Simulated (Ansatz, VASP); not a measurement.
# One calculation of AlIn2Sb3, two programs

Contents of INCAR:

```
PREC = Accurate
ENCUT = 520
EDIFF = 1E-6
ISMEAR = 0
SIGMA = 0.1
LREAL = F
LASPH = T
NELM = 60
ALGO = Normal
ISIF = 2
LWAVE = F
LCHARG = F
GGA = PE
NBANDS = 31
```

Contents of KPOINTS:

```
regular mesh
0
Gamma
  3 3 3
```

File POSCAR:

```
AlIn2Sb3
1.0
    3.1586711000      1.8236596100      5.0809004100
   -3.1586711000      1.8236596100      5.0809004100
    0.0000000000     -3.6473192100      5.0809004100
Al In Sb
1 2 3
Direct
    0.0000000000      0.0000000000      0.0000000000
    0.6289240100      0.6289240100      0.6289240100
    0.3710759900      0.3710759900      0.3710759900
    0.0000000000      0.5000000000      0.0000000000
    0.5000000000      0.0000000000      0.0000000000
    0.0000000000      0.0000000000      0.5000000000
```

Input for Ansatz:

```yaml
crystal:
  lattice:
    - [3.1586711, 1.82365961, 5.08090041]
    - [-3.1586711, 1.82365961, 5.08090041]
    - [0.0, -3.64731921, 5.08090041]
  atoms:
    - { symbol: Al, position: [0.0, 0.0, 0.0] }
    - { symbol: In, position: [0.62892401, 0.62892401, 0.62892401] }
    - { symbol: In, position: [0.37107599, 0.37107599, 0.37107599] }
    - { symbol: Sb, position: [0.0, 0.5, 0.0] }
    - { symbol: Sb, position: [0.5, 0.0, 0.0] }
    - { symbol: Sb, position: [0.0, 0.0, 0.5] }
basis:
  ecutwfc: 420
kpoints:
  mp_grid: { grid: [3, 3, 3] }
hamiltonian:
  xc: pbe
scf:
  occupations: { method: gaussian, width: 0.1 }
  lower_state_search: "off"
output:
  forces: true
  stress: true
  eigenvalues: true
```

Change from the starting cell: species swapped into the Zr2Al3Cr type (R-3m, No. 166).

Alike in both runs: task single point; functional PBE; k mesh 3 × 3 × 3; occupations gaussian, width 0.1 eV; no spin polarisation.

|  | VASP | Ansatz |
| --- | --- | --- |
| version | VASP 6.6.1 | Ansatz 0.2.0 |
| potentials or method | VASP PAW PBE potentials, release 64 (Al, In_d, Sb), cutoff 520 eV | scalar-relativistic, plane waves, PAW |
| valence electrons in the cell | 44 | 74 |

VASP gave:

| Quantity | Value |
| --- | --- |
| gap on the k mesh at the Fermi level (eV) | none |
| pressure (GPa) | -1.3 |
| traceless stress, the component that is largest in VASP (GPa) | 1.82 |
| rms of the force components (eV/Å) | 0.026 |

Estimate Ansatz's values.

gap on the k mesh at the Fermi level (eV): none; pressure (GPa): -1.3; traceless stress, the component that is largest in VASP (GPa): 1.80; rms of the force components (eV/Å): 0.025.

Atom by atom the forces differ by 0.000 eV/Å (rms over components). A gap of «none» marks a metal or a gap that the smearing closes. With one functional, cell and mesh, what is left measures potentials, basis and numerics. VASP's potentials hold 44 valence electrons a cell and Ansatz's 74, so a difference there can come from the potentials and not from the codes.

The k mesh is coarse, so the values compare programs but aren't converged. Neither program's run includes spin-orbit coupling.
